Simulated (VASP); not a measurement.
A run of VASP 6.6.1:

Contents of INCAR:

```
SYSTEM = Ba2Tl5V3O12
PREC     = Accurate       ! precision mode
ENCUT    = 520            ! plane-wave cutoff, eV
EDIFF    = 1E-7           ! SCF threshold, eV
ISMEAR   = -1             ! smearing method
SIGMA    = 0.05           ! smearing width, eV
LREAL    = .FALSE.        ! projectors in reciprocal space
LASPH    = .TRUE.         ! aspherical terms in the spheres
NELM     = 120            ! most SCF steps
ALGO     = Normal         ! electronic algorithm
ISIF     = 2              ! what is computed and relaxed
LWAVE    = .FALSE.        ! write WAVECAR
LCHARG   = .FALSE.        ! write CHGCAR
ISPIN    = 2              ! spin polarisation
MAGMOM   = 0 0 2 2 2 0 0 0 0 0 0 0 0 0 0 0 0 0 0 0 0 0 ! initial moments
LORBIT   = 11             ! projections on sites
LMAXMIX  = 4              ! l up to which the mixer works
GGA      = PE             ! functional
LOPTICS  = .TRUE.         ! frequency-dependent dielectric function
NBANDS   = 122            ! bands
NEDOS    = 2000           ! points of the DOS
CSHIFT   = 0.1          
KPAR     = 4
```

The input KPOINTS:

```
Automatic mesh
0
G
  3 3 4
  0 0 0
```

Contents of POSCAR:

```
Ba2Tl5V3O12
1.0
   10.9745700000      0.0000000000      0.0000000000
    0.0000000000     10.9745700000      0.0000000000
    0.0000000000      0.0000000000      6.6040000000
Ba V Tl O
2 3 5 12
Direct
    0.0000000000      0.5000000000      0.0000000000
    0.5000000000      0.0000000000      0.0000000000
    0.5000000000      0.5000000000      0.0000000000
    0.5000000000      0.0000000000      0.5000000000
    0.0000000000      0.5000000000      0.5000000000
    0.5000000000      0.5000000000      0.5000000000
    0.7126000000      0.2874000000      0.4022800000
    0.2874000000      0.7126000000      0.4022800000
    0.7126000000      0.7126000000      0.5977200000
    0.2874000000      0.2874000000      0.5977200000
    0.4106400000      0.5893600000      0.1577000000
    0.5893600000      0.4106400000      0.1577000000
    0.5893600000      0.5893600000      0.8423000000
    0.4106400000      0.4106400000      0.8423000000
    0.5866100000      0.0857000000      0.3337800000
    0.4133900000      0.0857000000      0.6662200000
    0.5866100000      0.9143000000      0.6662200000
    0.4133900000      0.9143000000      0.3337800000
    0.0857000000      0.5866100000      0.3337800000
    0.0857000000      0.4133900000      0.6662200000
    0.9143000000      0.5866100000      0.6662200000
    0.9143000000      0.4133900000      0.3337800000
```

Potentials or basis: VASP PAW PBE potentials, release 64 (Ba_sv, V_sv, Tl_d, O).

Run with:

```console
$ cat potpaw_PBE.64/Ba_sv/POTCAR potpaw_PBE.64/V_sv/POTCAR potpaw_PBE.64/Tl_d/POTCAR potpaw_PBE.64/O/POTCAR > POTCAR
$ mpirun -np 4 vasp_std > vasp.out
```

Hardware: 4 MPI ranks on Intel(R) Xeon(R) Platinum 8375C CPU @ 2.90GHz (Ice Lake), with other jobs on the host.

Q: How long does it take, and how much memory?

A: Wall time 40 min on 4 MPI ranks on Intel(R) Xeon(R) Platinum 8375C CPU @ 2.90GHz (Ice Lake), on a shared host, peak memory 3.1 GiB a rank. Counts: scf iterations 28, k points 9.
